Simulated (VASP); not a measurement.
Runs of VASP 6.6.1 on TlBr. The structure is that of space group Pm-3m (No. 221), or close to it. The cells are those of the table. 

```csv
task,spin,cell,gap on the mesh (eV),pressure (GPa),moment (μB),relaxed volume (Å³/atom)
relaxation of cell and atoms,off,"relaxed from a = 4.053 Å, 2 atoms",2.37,0.0,-,33.25
single point,off,"a = 4.115 Å, 2 atoms",2.43,-0.8,-,-
single point,off,"a = 4.053 Å, 2 atoms",2.37,0.0,-,-
single point,"non-collinear, zero start, SOC","a = 4.053 Å, 2 atoms",-,(a),0.00,-
relaxation of cell and atoms,"non-collinear, zero start, SOC","relaxed from a = 4.053 Å, 2 atoms",-,0.0,0.00,(b)
single point,"non-collinear, zero start, SOC","a = 4.042 Å, 2 atoms",-,0.0,0.00,-
```

Alike in all rows: level PBE; potentials or basis VASP PAW PBE potentials, release 64 (Tl_d, Br); k mesh 7 × 7 × 7; cutoff (eV) 500; smearing fermi-dirac 0.02 eV.

Task: Estimate the missing entries.

Result: (a) -0.1; (b) 33.05.

Caveats: spin-orbit coupling is left out, which moves the levels of the heavy elements (at least some runs); an odd mesh through Γ misses points on the zone boundary, where band edges can lie (at least some runs).

A k mesh can miss the band edges, and rows without SOC leave out spin-orbit coupling on Br, Tl.
